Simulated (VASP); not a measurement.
Write the native input for VASP 6.6.1 that does the following.

| Property | Result |
| --- | --- |
| Task | relaxation of the atoms |
| Functional | LDA |
| Potentials or basis | VASP PAW LDA potentials, release 64 (B, N) |
| Cutoff | 520 eV |
| k mesh | 9 × 9 × 6 |
| Occupations | gaussian, width 0.02 eV |
| Spin | no spin polarisation |
| Dipole correction | no |
| Further INCAR settings | ALGO = Normal; EDIFF = 1e-07; IBRION = 2; EDIFFG = -0.002; NSW = 60 |

The structure of BN (lda) lies in POSCAR:

```
BN
1.0
    2.4974667830      0.0000000000      0.0000000000
   -1.2487333915      2.1628696792      0.0000000000
    0.0000000000      0.0000000000      4.1325840476
B N
2 2
Direct
    0.3333333333      0.6666666667     -0.0002034903
    0.6666666667      0.3333333333      0.4997965097
    0.3333333333      0.6666666667      0.3742034903
    0.6666666667      0.3333333333      0.8742034903
```

This cell differs from its parent crystal: strained cell.

The input as run:

INCAR

```
SYSTEM = BN
PREC     = Accurate       ! precision mode
ENCUT    = 520            ! plane-wave cutoff, eV
EDIFF    = 1E-7           ! SCF threshold, eV
ISMEAR   = 0              ! smearing method
SIGMA    = 0.02           ! smearing width, eV
LREAL    = .FALSE.        ! projectors in reciprocal space
LASPH    = .TRUE.         ! aspherical terms in the spheres
NELM     = 80             ! most SCF steps
ALGO     = Normal         ! electronic algorithm
ISIF     = 2              ! what is computed and relaxed
LWAVE    = .FALSE.        ! write WAVECAR
LCHARG   = .FALSE.        ! write CHGCAR
GGA      = CA             ! functional
IBRION   = 2              ! ionic algorithm
NSW      = 60             ! ionic steps
EDIFFG   = -0.002         ! ionic threshold
```

KPOINTS

```
regular mesh
0
G
  9 9 6
  0 0 0
```

Potentials or basis: VASP PAW LDA potentials, release 64 (B, N).

Command:

```sh
$ cat potpaw_LDA.64/B/POTCAR potpaw_LDA.64/N/POTCAR > POTCAR
$ mpirun -np 1 vasp_std > vasp.out
```

Results of the run:

The energy gained by relaxing is 0.0 meV/atom. The ionic steps are 3 and the pressure after relaxing is 14.2 GPa. The band gap on the k mesh is 4.83 eV, indirect (least direct gap 8.42 eV).

Caveat: the cell differs from its parent crystal (strained cell).

Wall time 40 s on 1 thread of Intel Xeon 6975P-C, on a shared host, peak memory 0.12 GiB.
